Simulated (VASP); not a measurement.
# HoAuF4 (P6/mmm) in VASP: relaxation of cell and atoms with PBE

Aim: the relaxation of cell and atoms of HoAuF4 with PBE.

Everything below comes from runs of VASP 6.6.1. Logs are shortened: lines on timing, memory, paths and dates and some standing lists are left out, and cuts for length are marked.

### Step 1. The cell of the first run

It takes space group P6/mmm (No. 191, hexagonal). The conventional cell has a = 4.025 Å, b = 4.025 Å, c = 8.338 Å, α = 90.00°, β = 90.00°, γ = 120.00°. Within 2.8 Å of Ho (site symmetry 6/mmm) lie 8 F at 2.15 to 2.32 Å. Au (site symmetry 6/mmm) has 2 F at 2.02 Å within 2.7 Å. F (site symmetry -6m2) has 9 F at 2.32 to 3.17 Å and 3 Ho at 2.32 Å within 3.2 Å. Within 2.7 Å of F (site symmetry 6mm) lie 1 Au at 2.02 Å and 1 Ho at 2.15 Å.

The cell was generated, and may not be a known phase.

### Step 2. Relaxation of cell and atoms, PBE

The input, INCAR:

```
SYSTEM = HoAuF4
  PREC = Accurate
  ENCUT = 600
  EDIFF = 1E-7
  ISMEAR = 0
  SIGMA = 0.02
  LREAL = .False.
  LASPH = .True.
  NELM = 200
  ALGO = Normal
  ISIF = 3
  LWAVE = .False.
  LCHARG = .False.
  GGA = PE
  IBRION = 2
  NSW = 100
  EDIFFG = -0.01
  GGA_COMPAT = .False.
  NELMIN = 4
  LMAXMIX = 6
```

The input, KPOINTS:

```
Automatic mesh
0
Gamma
  6 6 4
  0 0 0
```

The input, POSCAR:

```
HoAuF4
1.0
    4.0254694239      0.0000000000      0.0000000000
   -2.0127347120      3.4861587833      0.0000000000
    0.0000000000      0.0000000000      8.3382643774
Ho Au F
1 1 4
Direct
    0.0000000000      0.0000000000      0.5000000000
    0.0000000000      0.0000000000      0.0000000000
    0.3333333333      0.6666666667      0.5000000000
    0.6666666667      0.3333333333      0.5000000000
    0.0000000000      0.0000000000      0.7582238971
    0.0000000000      0.0000000000      0.2417761029
```

Potentials or basis: VASP PAW PBE potentials, release 64 (Ho_3, Au, F), 4f in core.

Launch:

```
$ cat potpaw_PBE.64/Ho_3/POTCAR potpaw_PBE.64/Au/POTCAR potpaw_PBE.64/F/POTCAR > POTCAR
$ mpirun -np 1 vasp_std > vasp.out
```

OUTCAR:

```text
SYSTEM = HoAuF4
   PREC = Accurate
   ENCUT = 600
   EDIFF = 1E-7
   ISMEAR = 0
   LREAL = .False.
   LASPH = .True.
   NELM = 200
   ISIF = 3
   GGA = PE
   IBRION = 2
   NSW = 100
   EDIFFG = -0.01
   NELMIN = 4

 ion  position               nearest neighbor table
   1  0.000  0.000  0.500-   5 2.15   6 2.15   3 2.32   4 2.32   4 2.32   3 2.32   4 2.32   3 2.32

   2  0.000  0.000  0.000-   5 2.02   6 2.02
   3  0.333  0.667  0.500-   1 2.32   1 2.32   1 2.32
   4  0.667  0.333  0.500-   1 2.32   1 2.32   1 2.32
   5  0.000  0.000  0.758-   2 2.02   1 2.15
   6  0.000  0.000  0.242-   2 2.02   1 2.15

  LATTYP: Found a hexagonal cell.
 ALAT       =     4.0254694239
 C/A-ratio  =     2.0713769003

  Lattice vectors:

 A1 = (   4.0254694239,   0.0000000000,   0.0000000000)
 A2 = (  -2.0127347120,   3.4861587833,   0.0000000000)
 A3 = (   0.0000000000,   0.0000000000,   8.3382643774)

Analysis of symmetry for initial positions (statically):
=====================================================================
 Subroutine PRICEL returns:
 Original cell was already a primitive cell.

 Routine SETGRP: Setting up the symmetry group for a
 hexagonal supercell.

 Subroutine GETGRP returns: Found 24 space group operations
 (whereof 24 operations were pure point group operations)
 out of a pool of 24 trial point group operations.

The static configuration has the point symmetry D_6h.

Analysis of symmetry for dynamics (positions and initial velocities):
=====================================================================
 Subroutine PRICEL returns:
 Original cell was already a primitive cell.

 Routine SETGRP: Setting up the symmetry group for a
 hexagonal supercell.

 Subroutine GETGRP returns: Found 24 space group operations
 (whereof 24 operations were pure point group operations)
 out of a pool of 24 trial point group operations.

The dynamic configuration has the point symmetry D_6h.

 Subroutine INISYM returns: Found 24 space group operations
 (whereof 24 operations are pure point group operations),
 and found     1 'primitive' translations

----------------------------------------------------------------------------------------

                                     Primitive cell

  volume of cell :     117.0144

  direct lattice vectors                    reciprocal lattice vectors
     4.025469424  0.000000000  0.000000000     0.248418233  0.143424334  0.000000000
    -2.012734712  3.486158783  0.000000000     0.000000000  0.286848667  0.000000000
     0.000000000  0.000000000  8.338264377     0.000000000  0.000000000  0.119929035

  length of vectors
     4.025469424  4.025469424  8.338264377     0.286848667  0.286848667  0.119929035

  position of ions in fractional coordinates (direct lattice)
     0.000000000  0.000000000  0.500000000
     0.000000000  0.000000000  0.000000000
     0.333333333  0.666666667  0.500000000
     0.666666667  0.333333333  0.500000000
     0.000000000  0.000000000  0.758223897
     0.000000000  0.000000000  0.241776103

  ion indices of the primitive-cell ions
   primitive index   ion index
                 1           1
                 2           2
                 3           3
                 4           4
                 5           5
                 6           6

----------------------------------------------------------------------------------------

 KPOINTS: Automatic mesh

Automatic generation of k-mesh.
 Grid dimensions read from file:
 generate k-points for:    6    6    4

 Generating k-lattice:

  Cartesian coordinates                     Fractional coordinates (reciprocal lattice)
     0.041403039  0.023904056  0.000000000     0.166666667 -0.000000000  0.000000000
     0.000000000  0.047808111  0.000000000     0.000000000  0.166666667  0.000000000
     0.000000000  0.000000000  0.029982259     0.000000000  0.000000000  0.250000000

  Length of vectors
     0.047808111  0.047808111  0.029982259

  Shift w.r.t. Gamma in fractional coordinates (k-lattice)
     0.000000000  0.000000000  0.000000000

 Subroutine IBZKPT returns following result:
 ===========================================

 Found     21 irreducible k-points:

 Following reciprocal coordinates:
            Coordinates               Weight
  0.000000  0.000000  0.000000      1.000000
  0.166667  0.000000  0.000000      6.000000
  0.333333  0.000000  0.000000      6.000000
  0.500000  0.000000  0.000000      3.000000
  0.166667  0.166667  0.000000      6.000000
  0.333333  0.166667  0.000000     12.000000
[... 13 lines left out ...]
  0.333333  0.166667  0.500000     12.000000
  0.333333  0.333333  0.500000      2.000000
   k-points           NKPTS =     21   k-points in BZ     NKDIM =     21   number of bands    NBANDS=     28
   number of dos      NEDOS =    301   number of ions     NIONS =      6
   total plane-waves  NPLWV =  71680
   dimension x,y,z NGX =    32 NGY =   32 NGZ =   70
   dimension x,y,z NGXF=    64 NGYF=   64 NGZF=  140
   ions per type =               1   1   4
   NGX,Y,Z   is equivalent  to a cutoff of  13.22, 13.22, 13.96 a.u.
   NGXF,Y,Z  is equivalent  to a cutoff of  26.43, 26.43, 27.91 a.u.
 SYSTEM =  HoAuF4
   PREC   = accura    normal or accurate (medium, high low for compatibility)
   ISTART =      0    job   : 0-new  1-cont  2-samecut
   ICHARG =      2    charge: 1-file 2-atom 10-const
   ISPIN  =      1    spin polarized calculation?
   LNONCOLLINEAR =      F non collinear calculations
   LSORBIT =      F    spin-orbit coupling
   LASPH  =      T    aspherical Exc in radial PAW
   ENCUT  =  600.0 eV  44.10 Ry    6.64 a.u.   8.04  8.04 16.65*2*pi/ulx,y,z
   NELM   =    200;   NELMIN=  4; NELMDL= -5     # of ELM steps
   EDIFF  = 0.1E-06   stopping-criterion for ELM
   LREAL  =      F    real-space projection
   EDIFFG = -.1E-01   stopping-criterion for IOM
   NSW    =    100    number of steps for IOM
   IBRION =      2    ionic relax: 0-MD 1-quasi-New 2-CG
   NFREE  =      1    steps in history (QN), initial steepest desc. (CG)
   ISIF   =      3    stress and relaxation
   ISYM   =      2    0-nonsym 1-usesym 2-fastsym
   POTIM  = 0.5000    time-step for ionic-motion
   TEBEG  =    0.0;   TEEND  =   0.0 temperature during run
   PSTRESS=    0.0 pullay stress
   NELECT =      48.0000    total number of electrons
   NUPDOWN=      -1.0000    fix difference up-down
   EMIN   =  10.00;   EMAX   =-10.00  energy-range for DOS
   EFERMI =   0.00;   METHOD = LEGACY
   ISMEAR =     0;   SIGMA  =   0.02  broadening in eV -4-tet -1-fermi 0-gaus
   EFERMI_NEDOS =   21; number of points for ismear=-14 and -15
   IALGO  =     38    algorithm
   IMIX   =      4    mixing-type and parameters
     AMIX     =   0.40;   BMIX     =  1.00
     AMIX_MAG =   1.60;   BMIX_MAG =  1.00
  volume/ion in A,a.u.               =      19.50       131.61
  Fermi-wavevector in a.u.,A,eV,Ry     =   1.216397  2.298658 20.131486  1.479622
  Thomas-Fermi vector in A             =   2.351753
   LORBIT       =      0    0 simple, 1 ext, 2 COOP (PROOUT), +10 PAW based schemes
   GGA     = PE    functional components
   LHFCALC =     F    Hartree Fock is set to
   AEXX    =    0.0000 exact exchange contribution
   IVDW    =     0    specifies the selected vdW correction
   LEPSILON=     F    determine dielectric tensor
   LRPA    =     F    only Hartree local field effects (RPA)
 conjugate gradient relaxation of ions
 non-spin polarized calculation
 Gauss-broadening in eV      SIGMA  =   0.02
  energy-cutoff  :      600.00
  volume of cell :      117.01
 maximum number of plane-waves:      3924
   NGX = 17   NGY = 17   NGZ = 33

--------------------------------------- Ionic step        1  -------------------------------------------

 number of electron      48.0000011 magnetization

 Free energy of the ion-electron system (eV)
  ---------------------------------------------------
  ext. energy  EPLUGINS =         0.00000000
  ---------------------------------------------------
  free energy    TOTEN  =       -32.15479099 eV

  energy without entropy =      -32.15479099  energy(sigma->0) =      -32.15479099

------------------------ aborting loop because EDIFF is reached ----------------------------------------

  FORCE on cell =-STRESS in cart. coord.  units (eV):
  Direction    XX          YY          ZZ          XY          YZ          ZX
  --------------------------------------------------------------------------------------
  -------------------------------------------------------------------------------------
  Total        0.1693435      0.1693435      0.6368384     -0.0000000      0.0000000     -0.0000000
  in kB        2.3186740      2.3186740      8.7196785     -0.0000000      0.0000000     -0.0000000
  external PRESSURE =       4.4523421 kB  Pullay stress =       0.0000000 kB
[... 145 lines left out ...]
  energy  without entropy=      -32.1561332861  energy(sigma->0) =      -32.15613329

--------------------------------------- Ionic step        5  -------------------------------------------

 number of electron      48.0000009 magnetization

 Free energy of the ion-electron system (eV)
  ---------------------------------------------------
  ext. energy  EPLUGINS =         0.00000000
  ---------------------------------------------------
  free energy    TOTEN  =       -32.15618086 eV

  energy without entropy =      -32.15618086  energy(sigma->0) =      -32.15618086

 E-fermi :  -0.5308     XC(G=0):  -8.3233

 val. band max:       -0.6595938551   @ k =   0.3333   0.3333   0.5000
 cond. band min:       1.8372021000   @ k =   0.0000   0.0000   0.0000
 fundamental gap:      2.4967959550
 Fermi energy:        -0.5308448721

 k-point     1 :       0.0000    0.0000    0.0000
  band No.  band energies     occupation
      1     -24.4103      2.00000
      2     -23.4117      2.00000
      3     -23.2962      2.00000
      4     -22.8156      2.00000
      5     -22.8156      2.00000
      6     -22.0212      2.00000
[... 673 lines left out ...]
  FREE ENERGIE OF THE ION-ELECTRON SYSTEM (eV)
  ---------------------------------------------------
  free  energy   TOTEN  =       -32.1561808574 eV

  energy  without entropy=      -32.1561808574  energy(sigma->0) =      -32.15618086

 reached required accuracy - stopping structural energy minimisation
```

Wall time 2.2 min (1 thread of Intel Xeon 6975P-C (Granite Rapids), shared host); peak memory 0.32 GiB.

Results:

* Free energy: -32.1562 eV
* Relaxed volume: 19.61 Å³/atom
* Relaxed cell: a = 4.030 Å, b = 4.030 Å, c = 8.363 Å, α = 90.00°, β = 90.00°, γ = 120.00°
* Space group after relaxing (to 0.1 Å): P6/mmm (No. 191)
* Energy gained by relaxing: 0.2 meV/atom
* Ionic steps: 5
* Pressure after relaxing: 0.0 GPa
* Largest force after relaxing: 0.005 eV/Å
* Band gap on the k mesh: 2.50 eV (least direct gap 3.20 eV)

Forces on the atoms (eV/Å):
```
Ho   0.000  0.000  0.000
Au   0.000  0.000  0.000
F    0.000  0.000  0.000
F    0.000  0.000  0.000
F    0.000  0.000 -0.005
F    0.000  0.000  0.005
```

Step by step:
```
step  energy change (eV)  largest force (eV/Å)  pressure (GPa)  volume (Å³)
   1              0.0000                0.0678            0.45       117.01
   2             -0.0009                0.0046           -0.23       117.93
   3             -0.0013                0.0256            0.01       117.61
   4             -0.0013                0.0264            0.01       117.60
   5             -0.0014                0.0046            0.01       117.64
```

Final structure:
```yaml
crystal:
  lattice:
    - [4.03019, 0.00000, 0.00000]
    - [-2.01509, 3.49024, 0.00000]
    - [0.00000, 0.00000, 8.36309]
  atoms:
    - { symbol: Ho, position: [0.00000, 0.00000, 0.50000] }
    - { symbol: Au, position: [0.00000, 0.00000, 0.00000] }
    - { symbol: F, position: [0.33333, 0.66667, 0.50000] }
    - { symbol: F, position: [0.66667, 0.33333, 0.50000] }
    - { symbol: F, position: [0.00000, 0.00000, 0.75862] }
    - { symbol: F, position: [0.00000, 0.00000, 0.24138] }
```

Levels at points of the mesh, in eV from the valence-band top:
| k point | band 22 | band 23 | band 24 | band 25 | band 26 | band 27 |
| --- | --- | --- | --- | --- | --- | --- |
| (0.00, 0.00, 0.00) | -1.16 | -0.71 | -0.71 | 2.50 | 6.40 | 6.47 |
| (0.50, 0.00, 0.00) | -0.77 | -0.74 | -0.14 | 3.94 | 4.64 | 6.05 |
| (0.00, 0.00, 0.50) | -1.16 | -0.64 | -0.64 | 3.16 | 5.26 | 6.41 |
| (0.50, 0.00, 0.50) | -0.76 | -0.67 | -0.02 | 4.49 | 4.63 | 6.00 |

Caveat: spin-orbit coupling is left out, which moves the levels of the heavy elements; the 4f electrons are frozen in the core, so they carry no moment and show no levels. Spin polarisation is off, so any magnetic state and its effect on volume and gap are missing.
